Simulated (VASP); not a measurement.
## Mn: single point with PBE

Mn:

```
Mn
1.0
     0.00000    1.76349    1.76349
     1.76349    0.00000    1.76349
     1.76349    1.76349    0.00000
Mn
1
Direct
  0.00000 0.00000 0.00000
```

* Program: VASP 6.6.1
* Task: single point
* Functional: PBE
* Potentials or basis: VASP PAW PBE potentials, release 64 (Mn_pv)
* Cutoff: 520 eV
* k mesh: 27 × 27 × 27
* Occupations: fermi-dirac, width 0.0612256 eV
* Spin: no spin polarisation
* Dipole correction: no
* Further INCAR settings: ALGO = Normal; EDIFF = 1e-07; NBANDS = 12

| Item | Value |
| --- | --- |
| Pressure | -5.6 GPa |

Levels at points of the mesh, in eV from the Fermi level:
| k point | band 5 | band 6 | band 7 | band 8 | band 9 | band 10 |
| --- | --- | --- | --- | --- | --- | --- |
| (0.00, 0.00, 0.00) | -1.11 | -1.11 | -1.11 | 0.52 | 0.52 | 21.26 |

Run time: 73 s on 1 thread of Intel(R) Xeon(R) Platinum 8259CL CPU @ 2.50GHz (Skylake/Cascade Lake), on a shared host, peak memory 0.18 GiB.

Caveat: the run has no spin polarisation, though such a crystal can be magnetic. Spin polarisation is off, so any magnetic state and its effect on volume and gap are missing.
